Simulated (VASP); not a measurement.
# Mg3Sn2N2 (Cmm2) in VASP: single point with PBE

Aim: the single point of Mg3Sn2N2 with PBE.

Everything below comes from runs of VASP 6.6.1. Logs are shortened: lines on timing, memory, paths and dates and some standing lists are left out, and cuts for length are marked.

### Step 1. The cell of the first run

Symmetry: Cmm2, No. 35, orthorhombic system. Conventional cell: a = 6.575 Å, b = 7.212 Å, c = 7.626 Å, α = 90.00°, β = 90.00°, γ = 90.00°. Mg (site symmetry mm2) has 1 N at 1.94 Å within 2.6 Å. Within 4.0 Å of Mg (site symmetry 2) lie 2 Sn at 3.06 Å and 6 Mg at 3.22 to 3.61 Å. Within 2.7 Å of Sn (site symmetry m) lie 2 N at 2.03 Å. Within 2.6 Å of N (site symmetry mm2) lie 1 Mg at 1.94 Å and 2 Sn at 2.03 Å. Within 2.7 Å of N (site symmetry mm2) lie 2 Sn at 2.03 Å.

The cell was built from a structure type or drawn by symmetry, and may not be a known phase.

### Step 2. Single point, PBE

The input, INCAR:

```
PREC = Accurate
ENCUT = 520
EDIFF = 1E-6
ISMEAR = 0
SIGMA = 0.2
LREAL = F
LASPH = T
NELM = 100
ALGO = Normal
ISIF = 2
LWAVE = F
LCHARG = T
GGA = PE
LELF = T
LVHAR = T
NBANDS = 31
```

The input, KPOINTS:

```
Automatic mesh
0
Gamma
  4 4 3
```

The input, POSCAR:

```
Mg3Sn2N2
1.0
    3.2873724467     -3.6061923550      0.0000000000
    3.2873724467      3.6061923550      0.0000000000
    0.0000000000      0.0000000000      7.6255341797
Mg Sn N
3 2 2
Direct
    0.5000000000      0.5000000000      0.2055071599
    0.0000000000      0.5000000000      0.4803447136
    0.5000000000      0.0000000000      0.4803447136
    0.7582322641      0.7582322641      0.8048316942
    0.2417677359      0.2417677359      0.8048316942
    0.5000000000      0.5000000000     -0.0489411700
    0.0000000000      0.0000000000      0.9708136146
```

Potentials or basis: VASP PAW PBE potentials, release 64 (Mg, Sn_d, N).

On the command line:

```bash
$ cat potpaw_PBE.64/Mg/POTCAR potpaw_PBE.64/Sn_d/POTCAR potpaw_PBE.64/N/POTCAR > POTCAR
$ mpirun -np 1 vasp_std > vasp.out
```

OUTCAR:

```text
PREC = Accurate
   ENCUT = 520
   EDIFF = 1E-6
   ISMEAR = 0
   LREAL = F
   LASPH = T
   NELM = 100
   ISIF = 2
   GGA = PE

 ion  position               nearest neighbor table
   1  0.500  0.500  0.206-   6 1.94   3 3.22   2 3.22   3 3.22   2 3.22   5 3.50   4 3.50
   2  0.000  0.500  0.480-   4 3.06   5 3.06   1 3.22   1 3.22   3 3.29   3 3.29   3 3.61   3 3.61

   3  0.500  0.000  0.480-   4 3.06   5 3.06   1 3.22   1 3.22   2 3.29   2 3.29   2 3.61   2 3.61

   4  0.758  0.758  0.805-   6 2.03   7 2.03   2 3.06   3 3.06   5 3.18   5 3.40   1 3.50   5 3.61
                             5 3.61
   5  0.242  0.242  0.805-   6 2.03   7 2.03   2 3.06   3 3.06   4 3.18   4 3.40   1 3.50   4 3.61
                             4 3.61
   6  0.500  0.500  0.951-   1 1.94   4 2.03   5 2.03
   7  0.000  0.000  0.971-   4 2.03   5 2.03

  LATTYP: Found a base centered orthorhombic cell.
 ALAT       =     6.5747448934
 B/A-ratio  =     1.0969832027
 C/A-ratio  =     1.1598220620

  Lattice vectors:

 A1 = (   3.2873724467,  -3.6061923550,   0.0000000000)
 A2 = (   3.2873724467,   3.6061923550,   0.0000000000)
 A3 = (   0.0000000000,   0.0000000000,   7.6255341797)

Analysis of symmetry for initial positions (statically):
=====================================================================
 Subroutine PRICEL returns:
 Original cell was already a primitive cell.

 Routine SETGRP: Setting up the symmetry group for a
 base centered orthorhombic supercell.

 Subroutine GETGRP returns: Found  4 space group operations
 (whereof  4 operations were pure point group operations)
 out of a pool of  8 trial point group operations.

The static configuration has the point symmetry C_2v.

Analysis of symmetry for dynamics (positions and initial velocities):
=====================================================================
 Subroutine PRICEL returns:
 Original cell was already a primitive cell.

 Routine SETGRP: Setting up the symmetry group for a
 base centered orthorhombic supercell.

 Subroutine GETGRP returns: Found  4 space group operations
 (whereof  4 operations were pure point group operations)
 out of a pool of  8 trial point group operations.

The dynamic configuration has the point symmetry C_2v.

 Subroutine INISYM returns: Found  4 space group operations
 (whereof  4 operations are pure point group operations),
 and found     1 'primitive' translations

----------------------------------------------------------------------------------------

                                     Primitive cell

  volume of cell :     180.7999

  direct lattice vectors                    reciprocal lattice vectors
     3.287372447 -3.606192355  0.000000000     0.152097156 -0.138650397  0.000000000
     3.287372447  3.606192355  0.000000000     0.152097156  0.138650397  0.000000000
     0.000000000  0.000000000  7.625534180     0.000000000  0.000000000  0.131138354

  length of vectors
     4.879696805  4.879696805  7.625534180     0.205809323  0.205809323  0.131138354

  position of ions in fractional coordinates (direct lattice)
     0.500000000  0.500000000  0.205507160
     0.000000000  0.500000000  0.480344714
     0.500000000  0.000000000  0.480344714
     0.758232264  0.758232264  0.804831694
     0.241767736  0.241767736  0.804831694
     0.500000000  0.500000000  0.951058830
     0.000000000  0.000000000  0.970813615

  ion indices of the primitive-cell ions
   primitive index   ion index
                 1           1
                 2           2
                 3           3
                 4           4
                 5           5
                 6           6
                 7           7

----------------------------------------------------------------------------------------

 KPOINTS: Automatic mesh

Automatic generation of k-mesh.
 Grid dimensions read from file:
 generate k-points for:    4    4    3

 Generating k-lattice:

  Cartesian coordinates                     Fractional coordinates (reciprocal lattice)
     0.038024289 -0.034662599  0.000000000     0.250000000  0.000000000  0.000000000
     0.038024289  0.034662599  0.000000000     0.000000000  0.250000000  0.000000000
     0.000000000  0.000000000  0.043712785     0.000000000  0.000000000  0.333333333

  Length of vectors
     0.051452331  0.051452331  0.043712785

  Shift w.r.t. Gamma in fractional coordinates (k-lattice)
     0.000000000  0.000000000  0.000000000

 Subroutine IBZKPT returns following result:
 ===========================================

 Found     14 irreducible k-points:

 Following reciprocal coordinates:
            Coordinates               Weight
  0.000000  0.000000  0.000000      1.000000
  0.250000 -0.000000  0.000000      4.000000
  0.500000 -0.000000  0.000000      2.000000
  0.250000  0.250000  0.000000      2.000000
  0.500000  0.250000  0.000000      4.000000
 -0.250000  0.250000  0.000000      2.000000
  0.500000  0.500000  0.000000      1.000000
  0.000000  0.000000  0.333333      2.000000
  0.250000 -0.000000  0.333333      8.000000
  0.500000 -0.000000  0.333333      4.000000
  0.250000  0.250000  0.333333      4.000000
  0.500000  0.250000  0.333333      8.000000
 -0.250000  0.250000  0.333333      4.000000
  0.500000  0.500000  0.333333      2.000000
   k-points           NKPTS =     14   k-points in BZ     NKDIM =     14   number of bands    NBANDS=     31
   number of dos      NEDOS =    301   number of ions     NIONS =      7
   total plane-waves  NPLWV =  77760
   dimension x,y,z NGX =    36 NGY =   36 NGZ =   60
   dimension x,y,z NGXF=    72 NGYF=   72 NGZF=  120
   ions per type =               3   2   2
   NGX,Y,Z   is equivalent  to a cutoff of  12.26, 12.26, 13.08 a.u.
   NGXF,Y,Z  is equivalent  to a cutoff of  24.53, 24.53, 26.16 a.u.
 SYSTEM =  unknown system
   PREC   = accura    normal or accurate (medium, high low for compatibility)
   ISTART =      0    job   : 0-new  1-cont  2-samecut
   ICHARG =      2    charge: 1-file 2-atom 10-const
   ISPIN  =      1    spin polarized calculation?
   LNONCOLLINEAR =      F non collinear calculations
   LSORBIT =      F    spin-orbit coupling
   LASPH  =      T    aspherical Exc in radial PAW
   ENCUT  =  520.0 eV  38.22 Ry    6.18 a.u.   9.07  9.07 14.18*2*pi/ulx,y,z
   NELM   =    100;   NELMIN=  2; NELMDL= -5     # of ELM steps
   EDIFF  = 0.1E-05   stopping-criterion for ELM
   LREAL  =      F    real-space projection
   EDIFFG = 0.1E-04   stopping-criterion for IOM
   NSW    =      0    number of steps for IOM
   IBRION =     -1    ionic relax: 0-MD 1-quasi-New 2-CG
   NFREE  =      0    steps in history (QN), initial steepest desc. (CG)
   ISIF   =      2    stress and relaxation
   ISYM   =      2    0-nonsym 1-usesym 2-fastsym
   POTIM  = 0.5000    time-step for ionic-motion
   TEBEG  =    0.0;   TEEND  =   0.0 temperature during run
   PSTRESS=    0.0 pullay stress
   NELECT =      44.0000    total number of electrons
   NUPDOWN=      -1.0000    fix difference up-down
   EMIN   =  10.00;   EMAX   =-10.00  energy-range for DOS
   EFERMI =   0.00;   METHOD = LEGACY
   ISMEAR =     0;   SIGMA  =   0.20  broadening in eV -4-tet -1-fermi 0-gaus
   EFERMI_NEDOS =   21; number of points for ismear=-14 and -15
   IALGO  =     38    algorithm
   IMIX   =      4    mixing-type and parameters
     AMIX     =   0.40;   BMIX     =  1.00
     AMIX_MAG =   1.60;   BMIX_MAG =  1.00
  volume/ion in A,a.u.               =      25.83       174.30
  Fermi-wavevector in a.u.,A,eV,Ry     =   1.022099  1.931487 14.213826  1.044687
  Thomas-Fermi vector in A             =   2.155760
   LORBIT       =      0    0 simple, 1 ext, 2 COOP (PROOUT), +10 PAW based schemes
   GGA     = PE    functional components
   LHFCALC =     F    Hartree Fock is set to
   AEXX    =    0.0000 exact exchange contribution
   IVDW    =     0    specifies the selected vdW correction
   LEPSILON=     F    determine dielectric tensor
   LRPA    =     F    only Hartree local field effects (RPA)
 non-spin polarized calculation
 Gauss-broadening in eV      SIGMA  =   0.20
  energy-cutoff  :      520.00
  volume of cell :      180.80
 maximum number of plane-waves:      4882
   NGX = 19   NGY = 19   NGZ = 29

 number of electron      43.9999979 magnetization

 Free energy of the ion-electron system (eV)
  ---------------------------------------------------
  ext. energy  EPLUGINS =         0.00000000
  ---------------------------------------------------
  free energy    TOTEN  =       -25.39836253 eV

  energy without entropy =      -25.32658116  energy(sigma->0) =      -25.36247185

 E-fermi :   2.5797     XC(G=0):  -8.2057

 val. band max:        2.5739108539   @ k =   0.5000   0.2500   0.0000
 cond. band min:       2.6349548868   @ k =   0.2500  -0.0000   0.0000
 fundamental gap:      0.0610440329
 Fermi energy:         2.5797398103

 k-point     1 :       0.0000    0.0000    0.0000
  band No.  band energies     occupation
      1     -18.6826      2.00000
      2     -18.5640      2.00000
      3     -18.4435      2.00000
      4     -18.4279      2.00000
      5     -18.4217      2.00000
      6     -18.4032      2.00000
[... 23 lines left out ...]
     30       7.2530      0.00000
     31       7.3589      0.00000

 k-point     2 :       0.2500   -0.0000    0.0000
  band No.  band energies     occupation
      1     -18.6501      2.00000
      2     -18.5549      2.00000
      3     -18.4545      2.00000
      4     -18.4204      2.00000
      5     -18.4180      2.00000
      6     -18.4004      2.00000
[... 23 lines left out ...]
     30       7.5569      0.00000
     31       7.8440      0.00000

 k-point     3 :       0.5000   -0.0000    0.0000
  band No.  band energies     occupation
      1     -18.5902      2.00000
      2     -18.5727      2.00000
      3     -18.4525      2.00000
      4     -18.4169      2.00000
      5     -18.4161      2.00000
      6     -18.4136      2.00000
[... 23 lines left out ...]
     30       6.4465      0.00000
     31       7.9059      0.00000

 k-point     4 :       0.2500    0.2500    0.0000
  band No.  band energies     occupation
      1     -18.6097      2.00000
      2     -18.5562      2.00000
      3     -18.4540      2.00000
      4     -18.4283      2.00000
      5     -18.4091      2.00000
      6     -18.4060      2.00000
[... 23 lines left out ...]
     30       7.6941      0.00000
     31       7.8073      0.00000

 k-point     5 :       0.5000    0.2500    0.0000
  band No.  band energies     occupation
      1     -18.6119      2.00000
      2     -18.5699      2.00000
      3     -18.4944      2.00000
      4     -18.4296      2.00000
      5     -18.4036      2.00000
      6     -18.3891      2.00000
[... 23 lines left out ...]
     30       7.7978      0.00000
     31       8.8417      0.00000
[... 202 lines left out ...]
     30       7.4204      0.00000
     31       8.0780      0.00000

 k-point    12 :       0.5000    0.2500    0.3333
  band No.  band energies     occupation
      1     -18.6119      2.00000
      2     -18.5699      2.00000
      3     -18.4944      2.00000
      4     -18.4296      2.00000
      5     -18.4036      2.00000
      6     -18.3891      2.00000
[... 23 lines left out ...]
     30       7.7206      0.00000
     31       8.4155      0.00000

 k-point    13 :      -0.2500    0.2500    0.3333
  band No.  band energies     occupation
      1     -18.6560      2.00000
      2     -18.5666      2.00000
      3     -18.4804      2.00000
      4     -18.4255      2.00000
      5     -18.4099      2.00000
      6     -18.4048      2.00000
[... 23 lines left out ...]
     30       7.0317      0.00000
     31       7.8355      0.00000

 k-point    14 :       0.5000    0.5000    0.3333
  band No.  band energies     occupation
      1     -18.6304      2.00000
      2     -18.5690      2.00000
      3     -18.5174      2.00000
      4     -18.4352      2.00000
      5     -18.3983      2.00000
      6     -18.3941      2.00000
[... 23 lines left out ...]
     30       7.4959      0.00000
     31       8.6219      0.00000

------------------------ aborting loop because EDIFF is reached ----------------------------------------

  FORCE on cell =-STRESS in cart. coord.  units (eV):
  Direction    XX          YY          ZZ          XY          YZ          ZX
  --------------------------------------------------------------------------------------
  -------------------------------------------------------------------------------------
  Total       -0.3235679     -0.0770198      0.1091456      0.0000000      0.0000000      0.0000000
  in kB       -2.8673316     -0.6825196      0.9672059      0.0000000      0.0000000      0.0000000
  external PRESSURE =      -0.8608818 kB  Pullay stress =       0.0000000 kB

 VOLUME and BASIS-vectors are now :
 -----------------------------------------------------------------------------
  energy-cutoff  :      520.00
  volume of cell :      180.80
      direct lattice vectors                 reciprocal lattice vectors
     3.287372447 -3.606192355  0.000000000     0.152097156 -0.138650397  0.000000000
     3.287372447  3.606192355  0.000000000     0.152097156  0.138650397  0.000000000
     0.000000000  0.000000000  7.625534180     0.000000000  0.000000000  0.131138354

 POSITION                                       TOTAL-FORCE (eV/Angst)
 -----------------------------------------------------------------------------------
      3.28737      0.00000      1.56710        -0.000000      0.000000      0.069369
      1.64369      1.80310      3.66289        -0.000000      0.000000      0.009756
      1.64369     -1.80310      3.66289        -0.000000      0.000000      0.009756
      4.98518      0.00000      6.13727        -0.039878      0.000000     -0.070484
      1.58956      0.00000      6.13727         0.039878      0.000000     -0.070484
      3.28737      0.00000      7.25233        -0.000000      0.000000     -0.003956
      0.00000      0.00000      7.40297        -0.000000      0.000000      0.056044
 -----------------------------------------------------------------------------------
    total drift:                               -0.000000     -0.000000     -0.000146

  FREE ENERGIE OF THE ION-ELECTRON SYSTEM (eV)
  ---------------------------------------------------
  free  energy   TOTEN  =       -25.3983625348 eV

  energy  without entropy=      -25.3265811613  energy(sigma->0) =      -25.36247185
```

Run time: 35 s. Hardware: 1 thread of Intel Xeon 6975P-C (Granite Rapids), shared host; peak memory 0.3 GiB.

Results:

```
Free energy            : -25.3984 eV
Pressure               : -0.1 GPa
Largest force          : 0.081 eV/Å
Band gap on the k mesh : zero (bands 22 and 23 overlap by 0.30 eV)
```

Forces in eV/Å, atoms in the order of the input:
```
Mg   0.000  0.000  0.069
Mg   0.000  0.000  0.010
Mg   0.000  0.000  0.010
Sn  -0.040  0.000 -0.070
Sn   0.040  0.000 -0.070
N    0.000  0.000 -0.004
N    0.000  0.000  0.056
```

Caveat: spin-orbit coupling is left out, which moves the levels of the heavy elements.
